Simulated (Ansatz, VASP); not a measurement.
One calculation of ZrO2, two programs

The input POSCAR:

```
ZrO2
1.0
    0.0000000000      2.6465021292      2.6465021292
    2.6465021292      0.0000000000      2.6465021292
    2.6465021292      2.6465021292      0.0000000000
Zr O
1 2
Direct
    0.0000000000      0.0000000000      0.0000000000
    0.2500000000      0.2500000000      0.2500000000
    0.7500000000      0.7500000000      0.7500000000
```

INCAR.step1

```
PREC = Accurate
ENCUT = 520
EDIFF = 1E-5
ISMEAR = 0
SIGMA = 0.01
LREAL = False
LASPH = True
NELM = 120
ALGO = Normal
ISIF = 2
LWAVE = True
LCHARG = False
NBANDS = 19
GGA = PE
GGA_COMPAT = False
```

File INCAR.step2:

```
PREC = Accurate
ENCUT = 520
EDIFF = 1E-6
ISMEAR = 0
SIGMA = 0.01
LREAL = False
LASPH = True
NELM = 120
ALGO = Normal
ISIF = 2
LWAVE = False
LCHARG = False
GGA = PE
LHFCALC = True
HFSCREEN = 0.2079
PRECFOCK = Normal
NBANDS = 19
ISTART = 1
GGA_COMPAT = False
```

Contents of KPOINTS:

```
regular mesh
0
Gamma
  6 6 6
```

Input for Ansatz:

```yaml
crystal:
  lattice:
    - [0.0, 2.6465021292, 2.6465021292]
    - [2.6465021292, 0.0, 2.6465021292]
    - [2.6465021292, 2.6465021292, 0.0]
  atoms:
    - { symbol: Zr, position: [0.0, 0.0, 0.0] }
    - { symbol: O, position: [0.25, 0.25, 0.25] }
    - { symbol: O, position: [0.75, 0.75, 0.75] }
kpoints:
  mp_grid: { grid: [6, 6, 6] }
  band_path:
    path:
      - [0.0, 0.0, 0.0]
      - [0.5, 0.0, 0.5]
      - [0.625, 0.25, 0.625]
      - [0.375, 0.375, 0.75]
      - [0.5, 0.5, 0.5]
      - [0.5, 0.25, 0.75]
      - [0.0, 0.5, 0.5]
    npoints: 1
hamiltonian:
  xc: hse06
scf:
  occupations: { method: fixed }
  n_extra_bands: 4
output:
  forces: true
  stress: true
  eigenvalues: true
  write_density: true
  write_potential: true
  elf: true
  volumetric_format: npy
```

Change from the starting cell: hydrostatic strain +4.0%.

Alike in both runs: task single point; functional HSE06; k mesh 6 × 6 × 6; no spin polarisation.

```csv
,VASP,Ansatz
version,VASP 6.6.1,Ansatz 0.2.0
potentials or method,"VASP PAW PBE potentials, release 64 (Zr_sv, O)","plane waves, PAW"
plane-wave cutoff (eV),520,420
occupations,"gaussian, width 0.01 eV",fixed
valence electrons in the cell,24,24
```

|  | VASP | Ansatz | Ansatz less VASP |
| --- | --- | --- | --- |
| gap on the k mesh at the Fermi level (eV) | 4.57 | 4.58 | +0.011 |
| pressure (GPa) | -25.7 | -26.0 | -0.30 |

Ansatz's warnings: stress exchange threshold loose, stress scf threshold loose.
